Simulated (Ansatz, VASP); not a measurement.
**InAs: VASP beside Ansatz**

Contents of INCAR:

```
SYSTEM = InAs
PREC = Accurate
ENCUT = 520
EDIFF = 1E-6
ISMEAR = -1
SIGMA = 0.05
LREAL = .False.
LASPH = .True.
NELM = 60
ALGO = Normal
ISIF = 2
LWAVE = .False.
LCHARG = .False.
GGA = PE
NBANDS = 16
```

KPOINTS

```
Automatic mesh
0
Gamma
  8 8 8
  0 0 0
```

Contents of POSCAR:

```
InAs
1.0
    0.0000000000      2.8185670290      2.8185670290
    2.8185670290      0.0000000000      2.8185670290
    2.8185670290      2.8185670290      0.0000000000
In As
1 1
Direct
    0.5000000000      0.5000000000      0.5000000000
    0.0000000000      0.0000000000      0.0000000000
```

File input.yaml:

```yaml
crystal:
  lattice:
    - [0.0, 2.818567029, 2.818567029]
    - [2.818567029, 0.0, 2.818567029]
    - [2.818567029, 2.818567029, 0.0]
  atoms:
    - { symbol: In, position: [0.5, 0.5, 0.5] }
    - { symbol: As, position: [0.0, 0.0, 0.0] }
kpoints:
  mp_grid: { grid: [8, 8, 8] }
scf:
  occupations: { method: fermi_dirac, width: 0.05 }
hamiltonian:
  xc: pbe
  pseudopotentials: { kind: all_electron, lapw: { basis_error: 0.0005 } }
output:
  forces: true
  stress: true
  eigenvalues: true
```

Change from the starting cell: volume scaled by 0.94.

Alike in both runs: task single point; functional PBE; k mesh 8 × 8 × 8; occupations fermi-dirac, width 0.05 eV; no spin polarisation.

```csv
,VASP,Ansatz
version,VASP 6.6.1,Ansatz 0.2.0
potentials or method,"VASP PAW PBE potentials, release 64 (In_d, As), cutoff 520 eV","all-electron LAPW, scalar-relativistic"
```

Ansatz gave:

| Quantity | Value |
| --- | --- |
| gap on the k mesh at the Fermi level (eV) | none |
| pressure (GPa) | 4.3 |

**Question.** Which values does VASP return?

**Answer.** gap on the k mesh at the Fermi level (eV): none; pressure (GPa): 4.4.

A gap of «none» marks a metal or a gap that the smearing closes. Ansatz ran all-electron here, and VASP with PAW potentials.
